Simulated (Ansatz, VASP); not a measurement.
This is a calculation of Gd for VASP 6.6.1.

The input INCAR:

```
SYSTEM = Gd
ALGO = Normal
EDIFF = 1E-7
ENCUT = 520
GGA = PS
ISIF = 2
ISMEAR = -1
ISPIN = 2
LASPH = .TRUE.
LCHARG = .FALSE.
LMAXMIX = 6
LORBIT = 11
LREAL = .FALSE.
LWAVE = .FALSE.
MAGMOM = 7 7
NBANDS = 29
NELM = 150
PREC = Accurate
SIGMA = 0.05
```

The input KPOINTS:

```
k-points
0
G
  8 8 5
  0 0 0
```

Contents of POSCAR:

```
Gd
1.0
    3.5617750913      0.0000000000      0.0000000000
   -1.7808875456      3.0845877117      0.0000000000
    0.0000000000      0.0000000000      5.6645546323
Gd
2
Direct
    0.6666666667      0.3333333333      0.7500000000
    0.3333333333      0.6666666667      0.2500000000
```

Potentials or basis: VASP PAW PBE potentials, release 64 (Gd).

Command:

```sh
$ cat potpaw_PBE.64/Gd/POTCAR > POTCAR
$ mpirun -np 1 vasp_std > vasp.out
```

Task: Translate it to Ansatz 0.2.0. Potentials there: Ansatz PAW.

Result: As run (the cutoff follows the program's own potentials):

Contents of input.yaml:

```yaml
crystal:
  lattice:
    - [3.5617750913, 0.0, 0.0]
    - [-1.7808875456, 3.0845877117, 0.0]
    - [0.0, 0.0, 5.6645546323]
  atoms:
    - { symbol: Gd, position: [0.6666666667, 0.3333333333, 0.75], spin: 7.0 }
    - { symbol: Gd, position: [0.3333333333, 0.6666666667, 0.25], spin: 7.0 }
hamiltonian:
  xc: pbesol
  pseudopotentials: { kind: paw }
magnetization:
  spin_polarized: true
kpoints:
  mp_grid: { grid: [8, 8, 5] }
scf:
  occupations: { method: fermi_dirac, width: 0.05 }
output:
  forces: true
  stress: true
  eigenvalues: true
```

Potentials or basis: Ansatz PAW.

Command:

```sh
$ ansatz run input.yaml --threads 1 --pin off --max-ram 3584MiB --backend cpu --events-out ev --progress --plain --runs-dir out
```

Both were run:

|  | VASP | Ansatz | Ansatz less VASP |
| --- | --- | --- | --- |
| gap on the k mesh at the Fermi level (eV) | none | none | - |
| pressure (GPa) | 0.4 | 0.3 | -0.07 |
| traceless stress, the component that is largest in VASP (GPa) | 0.24 | 0.25 | +0.017 |
| net moment per atom (μB) | 7.58 | 7.58 | 0.000 |
| size of the moment on the site where the two differ most (μB) | 6.99 | 7.31 | +0.324 |

VASP's potentials were made for PBE, not for PBEsol. Site moments also hang on the region over which each program counts them. A gap of «none» marks a metal or a gap that the smearing closes. The functional is the same, so the differences come from potentials, cutoffs and numerics.

Spin-orbit coupling is off throughout.
